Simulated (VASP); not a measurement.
Here is a VASP 6.6.1 calculation.

Contents of INCAR:

```
PREC = Accurate
ENCUT = 600
EDIFF = 1E-6
ISMEAR = -1
SIGMA = 0.05
LREAL = False
LASPH = True
NELM = 80
ALGO = Normal
ISIF = 3
LWAVE = False
LCHARG = False
GGA = B5
ALDAX = 1.0
AGGAX = 1.0
AGGAC = 1.0
ALDAC = 0.0
IBRION = 2
NSW = 60
EDIFFG = -0.01
```

KPOINTS

```
regular mesh
0
Gamma
  7 7 7
```

POSCAR

```
PbSe
1.0
    3.7843220000      0.0000000000      0.0000000000
    0.0000000000      3.7843220000      0.0000000000
    0.0000000000      0.0000000000      3.7843220000
Pb Se
1 1
Direct
    0.0000000000      0.0000000000      0.0000000000
    0.5000000000      0.5000000000      0.5000000000
```

Potentials or basis: VASP PAW PBE potentials, release 64 (Pb_d, Se).

Command:

```bash
$ cat potpaw_PBE.64/Pb_d/POTCAR potpaw_PBE.64/Se/POTCAR > POTCAR
$ mpirun -np 1 vasp_std > vasp.out
```

Problem. Estimate the space group after relaxing (to 0.05 Å).

Solution. Pm-3m (No. 221).

Problem. What does it give for the band gap on the k mesh?

Solution. 0.06 eV, indirect (least direct gap 0.83 eV).

Problem. Predict the relaxed volume.

Solution. 29.46 Å³/atom.

Problem. Estimate the relaxed cell.

Solution. a = 3.891 Å, b = 3.891 Å, c = 3.891 Å, α = 90.00°, β = 90.00°, γ = 90.00°.

The path:
| step | energy change (eV) | largest force (eV/Å) | pressure (GPa) | volume (Å³) |
| --- | --- | --- | --- | --- |
| 1 | 0.0000 | 0.0000 | 4.09 | 54.20 |
| 2 | -0.0553 | 0.0000 | -0.60 | 59.80 |
| 3 | -0.0569 | 0.0000 | 0.02 | 58.92 |

Caveat: the PAW data sets were made with another functional, which shifts forces and pressure a little; spin-orbit coupling is left out, which moves the levels of the heavy elements. A k mesh can miss the band edges.
